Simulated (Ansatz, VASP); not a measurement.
Cs: VASP beside Ansatz

The input INCAR:

```
  ALGO = Normal
  EDIFF = 1E-8
  ENCUT = 520
  GGA = PE
  ISIF = 2
  ISMEAR = -1
  LASPH = T
  LCHARG = F
  LEFG = T
  LREAL = F
  LWAVE = F
  NBANDS = 16
  NELM = 60
  PREC = Accurate
  SIGMA = 0.05
```

KPOINTS

```
k-points
0
Gamma
  11 11 11
```

File POSCAR:

```
Cs
1.0
    0.0000000000      5.6562390331      5.6562390331
    5.6562390331      0.0000000000      5.6562390331
    5.6562390331      5.6562390331      0.0000000000
Cs
2
Direct
    0.0000000000      0.0000000000      0.0000000000
    0.2500000000      0.2500000000      0.2500000000
```

Input for Ansatz:

```yaml
crystal:
  lattice:
    - [0.0, 5.6562390331, 5.6562390331]
    - [5.6562390331, 0.0, 5.6562390331]
    - [5.6562390331, 5.6562390331, 0.0]
  atoms:
    - { symbol: Cs, position: [0.0, 0.0, 0.0] }
    - { symbol: Cs, position: [0.25, 0.25, 0.25] }
kpoints:
  mp_grid: { grid: [11, 11, 11] }
scf:
  occupations: { method: fermi_dirac, width: 0.05 }
hamiltonian:
  xc: pbe
  pseudopotentials: { kind: paw }
output:
  forces: true
  stress: true
  eigenvalues: true
  efg: { contact_densities: true }
```

Change from the starting cell: volume scaled by 0.96, PAW files.

Alike in both runs: task electric field gradients; functional PBE; k mesh 11 × 11 × 11; occupations fermi-dirac, width 0.05 eV; no spin polarisation.

```csv
,VASP,Ansatz
version,VASP 6.6.1,Ansatz 0.2.0
potentials or method,"VASP PAW PBE potentials, release 64 (Cs_sv)","PAW with Ansatz's default frozen-core files, scalar-relativistic"
plane-wave cutoff (eV),520,420
valence electrons in the cell,18,18
```

```csv
,VASP,Ansatz,Ansatz less VASP
pressure (GPa),0.0,0.0,0.00
```

Spin-orbit coupling is off throughout.
